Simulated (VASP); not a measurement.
# H3C3NO2 in VASP: a series of runs

Runs on H3C3NO2. Level: PBE+D3(BJ). Tasks: single point.

Program: VASP 6.6.1. These are calculated values, not measurements. Logs are shortened: lines on timing, memory, paths and dates and some standing lists are left out, and cuts for length are marked.

### Step 1. The cell of the first run

The cell holds an amorphous packing of atoms, 27 atoms: a = 7.448 Å, b = 7.448 Å, c = 7.448 Å, α = 90.00°, β = 90.00°, γ = 90.00°.

### Step 2. Single point, PBE+D3(BJ)

INCAR reads:

```
PREC     = Accurate       # precision mode
ENCUT    = 520            # plane-wave cutoff, eV
EDIFF    = 1E-6           # SCF threshold, eV
ISMEAR   = -1             # smearing method
SIGMA    = 0.02           # smearing width, eV
LREAL    = Auto         
LASPH    = T              # aspherical terms in the spheres
NELM     = 100            # most SCF steps
ALGO     = Normal         # electronic algorithm
ISIF     = 2              # what is computed and relaxed
LWAVE    = F              # write WAVECAR
LCHARG   = F              # write CHGCAR
GGA      = PE             # functional
IVDW     = 12             # dispersion correction
NBANDS   = 67             # bands
```

KPOINTS reads:

```
Automatic mesh
0
Gamma
  1 1 1
```

POSCAR reads:

```
H3C3NO2
1.0
    7.4476350000      0.0000000000      0.0000000000
    0.0000000000      7.4476350000      0.0000000000
    0.0000000000      0.0000000000      7.4476350000
C N H O
9 3 9 6
Direct
    0.7874311778      0.7654241917      0.6675407697
    0.7811338767      0.9600765881      0.7091110131
    0.4489881687      0.1008776612      0.3073190348
    0.5714565765     -0.0058407803      0.1939944694
   -0.0491431172      0.2427213471      0.3312058123
    0.0826839661      0.3772875550      0.3702249103
    0.2370416918      0.7846920532      0.5598421512
    0.3480433722      0.2397942434      0.8260340363
    0.6502198349      0.4750769875      0.1149626694
    0.7680961809      1.1160321364      0.7424101745
    0.6704678734     -0.0788572480      0.0871820383
    0.1976600626      0.4775744246      0.4124933620
    0.7432963619      0.7531786936      0.5368415611
    0.9209635005      0.7037804619      0.7087619090
    0.6771142786      0.6878290894      0.7338705509
    0.3193765538      0.0276463602      0.3147979191
    0.5024010978      0.1217970537      0.4482362522
    0.4169242988      0.2335372236      0.2548728556
    0.0311105472      0.1309677502      0.2898101209
   -0.1355598119      0.1976869167      0.4484645126
   -0.1463686123      0.3121393570      0.2326778904
    0.3588387455      0.7423967474      0.6544896467
    0.1207631684      0.8441337418      0.4779638100
    0.3873712930      0.1285240214      0.7187650845
    0.2961342762      0.3635247968      0.9059117425
    0.7072715030      0.4334798899     -0.0223292361
    0.5813523353      0.5236561674      0.2490186482
```

Potentials or basis: VASP PAW PBE potentials, release 64 (C, N, H, O).

Launch:

```bash
cat potpaw_PBE.64/C/POTCAR potpaw_PBE.64/N/POTCAR potpaw_PBE.64/H/POTCAR potpaw_PBE.64/O/POTCAR > POTCAR
mpirun -np 1 vasp_gam > vasp.out
```

OUTCAR:

```text
PREC = Accurate
   ENCUT = 520
   EDIFF = 1E-6
   ISMEAR = -1
   LREAL = Auto
   LASPH = T
   NELM = 100
   ISIF = 2
   GGA = PE
   IVDW = 12
 IVDW          = 12

 ion  position               nearest neighbor table
   1  0.787  0.765  0.668-  13 1.03  15 1.12  14 1.14   2 1.48
   2  0.781  0.960  0.709-  10 1.19   1 1.48
   3  0.449  0.101  0.307-  18 1.09  16 1.11  17 1.13   4 1.48
   4  0.571  0.994  0.194-  11 1.21   3 1.48
   5  0.951  0.243  0.331-  19 1.07  20 1.14  21 1.15   6 1.43
   6  0.083  0.377  0.370-  12 1.18   5 1.43
   7  0.237  0.785  0.560-  23 1.15  22 1.19
   8  0.348  0.240  0.826-  25 1.16  24 1.19
   9  0.650  0.475  0.115-  26 1.15  27 1.18
  10  0.768  0.116  0.742-   2 1.19
  11  0.670  0.921  0.087-   4 1.21
  12  0.198  0.478  0.412-   6 1.18
  13  0.743  0.753  0.537-   1 1.03
  14  0.921  0.704  0.709-   1 1.14
  15  0.677  0.688  0.734-   1 1.12
[... 10 lines left out ...]
  26  0.707  0.433  0.978-   9 1.15
  27  0.581  0.524  0.249-   9 1.18

  LATTYP: Found a simple cubic cell.
 ALAT       =     7.4476350000

  Lattice vectors:

 A1 = (   7.4476350000,   0.0000000000,   0.0000000000)
 A2 = (   0.0000000000,   7.4476350000,   0.0000000000)
 A3 = (   0.0000000000,   0.0000000000,   7.4476350000)

Analysis of symmetry for initial positions (statically):
=====================================================================
 Subroutine PRICEL returns:
 Original cell was already a primitive cell.

 Routine SETGRP: Setting up the symmetry group for a
 simple cubic supercell.

 Subroutine GETGRP returns: Found  1 space group operations
 (whereof  1 operations were pure point group operations)
 out of a pool of 48 trial point group operations.

The static configuration has the point symmetry C_1 .

Analysis of symmetry for dynamics (positions and initial velocities):
=====================================================================
 Subroutine PRICEL returns:
 Original cell was already a primitive cell.

 Routine SETGRP: Setting up the symmetry group for a
 simple cubic supercell.

 Subroutine GETGRP returns: Found  1 space group operations
 (whereof  1 operations were pure point group operations)
 out of a pool of 48 trial point group operations.

The dynamic configuration has the point symmetry C_1 .

 Subroutine INISYM returns: Found  1 space group operations
 (whereof  1 operations are pure point group operations),
 and found     1 'primitive' translations

----------------------------------------------------------------------------------------

                                     Primitive cell

  volume of cell :     413.1000

  direct lattice vectors                    reciprocal lattice vectors
     7.447635000  0.000000000  0.000000000     0.134270812  0.000000000  0.000000000
     0.000000000  7.447635000  0.000000000     0.000000000  0.134270812  0.000000000
     0.000000000  0.000000000  7.447635000     0.000000000  0.000000000  0.134270812

  length of vectors
     7.447635000  7.447635000  7.447635000     0.134270812  0.134270812  0.134270812

  position of ions in fractional coordinates (direct lattice)
     0.787431178  0.765424192  0.667540770
     0.781133877  0.960076588  0.709111013
     0.448988169  0.100877661  0.307319035
     0.571456576  0.994159220  0.193994469
     0.950856883  0.242721347  0.331205812
     0.082683966  0.377287555  0.370224910
[... 19 lines left out ...]
     0.707271503  0.433479890  0.977670764
     0.581352335  0.523656167  0.249018648

  ion indices of the primitive-cell ions
   primitive index   ion index
                 1           1
                 2           2
                 3           3
                 4           4
                 5           5
                 6           6
[... 19 lines left out ...]
                26          26
                27          27

----------------------------------------------------------------------------------------

 KPOINTS: Automatic mesh

Automatic generation of k-mesh.
 Grid dimensions read from file:
 generate k-points for:    1    1    1

 Generating k-lattice:

  Cartesian coordinates                     Fractional coordinates (reciprocal lattice)
     0.134270812  0.000000000  0.000000000     1.000000000  0.000000000  0.000000000
     0.000000000  0.134270812  0.000000000     0.000000000  1.000000000  0.000000000
     0.000000000  0.000000000  0.134270812     0.000000000  0.000000000  1.000000000

  Length of vectors
     0.134270812  0.134270812  0.134270812

  Shift w.r.t. Gamma in fractional coordinates (k-lattice)
     0.000000000  0.000000000  0.000000000

 Subroutine IBZKPT returns following result:
 ===========================================

 Found      1 irreducible k-points:

 Following reciprocal coordinates:
            Coordinates               Weight
  0.000000  0.000000  0.000000      1.000000
   k-points           NKPTS =      1   k-points in BZ     NKDIM =      1   number of bands    NBANDS=     67
   number of dos      NEDOS =    301   number of ions     NIONS =     27
   total plane-waves  NPLWV = 175616
   dimension x,y,z NGX =    56 NGY =   56 NGZ =   56
   dimension x,y,z NGXF=   112 NGYF=  112 NGZF=  112
   ions per type =               9   3   9   6
   NGX,Y,Z   is equivalent  to a cutoff of  12.50, 12.50, 12.50 a.u.
   NGXF,Y,Z  is equivalent  to a cutoff of  25.00, 25.00, 25.00 a.u.
 SYSTEM =  unknown system
   PREC   = accura    normal or accurate (medium, high low for compatibility)
   ISTART =      0    job   : 0-new  1-cont  2-samecut
   ICHARG =      2    charge: 1-file 2-atom 10-const
   ISPIN  =      1    spin polarized calculation?
   LNONCOLLINEAR =      F non collinear calculations
   LSORBIT =      F    spin-orbit coupling
   LASPH  =      T    aspherical Exc in radial PAW
   ENCUT  =  520.0 eV  38.22 Ry    6.18 a.u.  13.85 13.85 13.85*2*pi/ulx,y,z
   NELM   =    100;   NELMIN=  2; NELMDL= -5     # of ELM steps
   EDIFF  = 0.1E-05   stopping-criterion for ELM
   LREAL  =      T    real-space projection
   EDIFFG = 0.1E-04   stopping-criterion for IOM
   NSW    =      0    number of steps for IOM
   IBRION =     -1    ionic relax: 0-MD 1-quasi-New 2-CG
   NFREE  =      0    steps in history (QN), initial steepest desc. (CG)
   ISIF   =      2    stress and relaxation
   ISYM   =      2    0-nonsym 1-usesym 2-fastsym
   POTIM  = 0.5000    time-step for ionic-motion
   TEBEG  =    0.0;   TEEND  =   0.0 temperature during run
   PSTRESS=    0.0 pullay stress
   NELECT =      96.0000    total number of electrons
   NUPDOWN=      -1.0000    fix difference up-down
   EMIN   =  10.00;   EMAX   =-10.00  energy-range for DOS
   EFERMI =   0.00;   METHOD = LEGACY
   ISMEAR =    -1;   SIGMA  =   0.02  broadening in eV -4-tet -1-fermi 0-gaus
   EFERMI_NEDOS =   21; number of points for ismear=-14 and -15
   IALGO  =     38    algorithm
   IMIX   =      4    mixing-type and parameters
     AMIX     =   0.40;   BMIX     =  1.00
     AMIX_MAG =   1.60;   BMIX_MAG =  1.00
  volume/ion in A,a.u.               =      15.30       103.25
  Fermi-wavevector in a.u.,A,eV,Ry     =   1.006499  1.902008 13.783260  1.013041
  Thomas-Fermi vector in A             =   2.139246
   LORBIT       =      0    0 simple, 1 ext, 2 COOP (PROOUT), +10 PAW based schemes
   GGA     = PE    functional components
   LHFCALC =     F    Hartree Fock is set to
   AEXX    =    0.0000 exact exchange contribution
   IVDW    =    12    specifies the selected vdW correction
   LEPSILON=     F    determine dielectric tensor
   LRPA    =     F    only Hartree local field effects (RPA)
 non-spin polarized calculation
  energy-cutoff  :      520.00
  volume of cell :      413.10
 maximum number of plane-waves:      5534
 NGX is ok and might be reduce to    54
   NGX = 27   NGY = 27   NGZ = 27

 number of electron      96.0000018 magnetization

 Free energy of the ion-electron system (eV)
  ---------------------------------------------------
  ext. energy  EPLUGINS =         0.00000000
  ---------------------------------------------------
  free energy    TOTEN  =      -177.89004848 eV

  energy without entropy =     -177.89004848  energy(sigma->0) =     -177.89004848

 E-fermi :  -3.3745     XC(G=0):  -6.5562

 val. band max:       -3.8785647611   @ k =   0.0000   0.0000   0.0000
 cond. band min:       1.5467992364   @ k =   0.0000   0.0000   0.0000
 fundamental gap:      5.4253639975
 Fermi energy:        -3.3744820764

 k-point     1 :       0.0000    0.0000    0.0000
  band No.  band energies     occupation
      1     -25.7530      2.00000
      2     -25.5934      2.00000
      3     -25.5692      2.00000
      4     -24.5613      2.00000
      5     -24.3877      2.00000
      6     -24.1267      2.00000
[... 52 lines left out ...]
     59       3.3819      0.00000
     60       3.4222      0.00000
 [bands above 60 left out]

------------------------ aborting loop because EDIFF is reached ----------------------------------------

 Edisp (eV)   -1.36410

 E8    (eV) :    -0.3355

  FORCE on cell =-STRESS in cart. coord.  units (eV):
  Direction    XX          YY          ZZ          XY          YZ          ZX
  --------------------------------------------------------------------------------------
  -------------------------------------------------------------------------------------
  Total      -2.97191    -4.57214     2.53518     1.26652    -0.88933     0.66273
  in kB     -11.52634   -17.73270     9.83250     4.91211    -3.44920     2.57037
  external pressure =       -6.48 kB  Pullay stress =        0.00 kB

 VOLUME and BASIS-vectors are now :
 -----------------------------------------------------------------------------
  energy-cutoff  :      520.00
  volume of cell :      413.10
      direct lattice vectors                 reciprocal lattice vectors
     7.447635000  0.000000000  0.000000000     0.134270812  0.000000000  0.000000000
     0.000000000  7.447635000  0.000000000     0.000000000  0.134270812  0.000000000
     0.000000000  0.000000000  7.447635000     0.000000000  0.000000000  0.134270812

 POSITION                                       TOTAL-FORCE (eV/Angst)
 -----------------------------------------------------------------------------------
      5.86450      5.70060      4.97160         0.349028      0.354496      3.073510
      5.81760      7.15030      5.28120        -0.367443      1.486004      0.784346
      3.34390      0.75130      2.28880         0.267495     -0.898029      0.708930
      4.25600      7.40414      1.44480         2.331287     -1.096268     -2.831172
      7.08164      1.80770      2.46670        -1.903040      1.326882      0.139826
      0.61580      2.80990      2.75730         1.276636      1.294173      1.589558
[... 19 lines left out ...]
      5.26750      3.22840      7.28133         1.256695     -0.839067     -2.294807
      4.32970      3.90000      1.85460         0.320854     -0.181439      0.187046
 -----------------------------------------------------------------------------------
    total drift:                               -0.006740     -0.017902      0.002232

  FREE ENERGIE OF THE ION-ELECTRON SYSTEM (eV)
  ---------------------------------------------------
  free  energy   TOTEN  =      -179.2541455959 eV

  energy  without entropy=     -179.2541455959  energy(sigma->0) =     -179.25414560
```

It took 1.7 min on 1 thread of Intel Xeon 8259CL, shared host; peak memory 0.4 GiB.

What came out:

- Free energy: -179.2541 eV
- Pressure: -0.6 GPa
- Largest force: 4.775 eV/Å
- Band gap on the k mesh: 5.43 eV
- Dispersion energy per atom: -0.051 eV

Forces on the atoms (eV/Å):
```
C    0.349  0.354  3.074
C   -0.367  1.486  0.784
C    0.267 -0.898  0.709
C    2.331 -1.096 -2.831
C   -1.903  1.327  0.140
C    1.277  1.294  1.590
C    3.641 -1.114  2.750
C    0.103 -1.090 -2.762
C   -1.713  1.510  2.005
N    0.563 -2.727 -0.914
N   -2.846  1.775  3.399
N   -1.178 -1.027 -0.670
H    0.192 -0.446 -2.794
H   -1.213  0.477 -0.743
H    0.547  0.700  0.420
H    0.397  0.134  0.132
H   -0.291 -0.319 -1.033
H    0.235  0.213 -0.339
H   -0.242 -0.996 -0.996
H    0.900  0.591 -0.439
H    1.227 -1.555  0.506
O   -1.150  0.094 -0.882
O   -2.280  1.131 -1.846
O   -0.256  0.419  1.361
O   -0.167  0.784  1.487
O    1.257 -0.839 -2.295
O    0.321 -0.181  0.187
```

Caveat: the k points lie up to 0.84 Å⁻¹ apart.

(Part 1 of 2 ends here.)
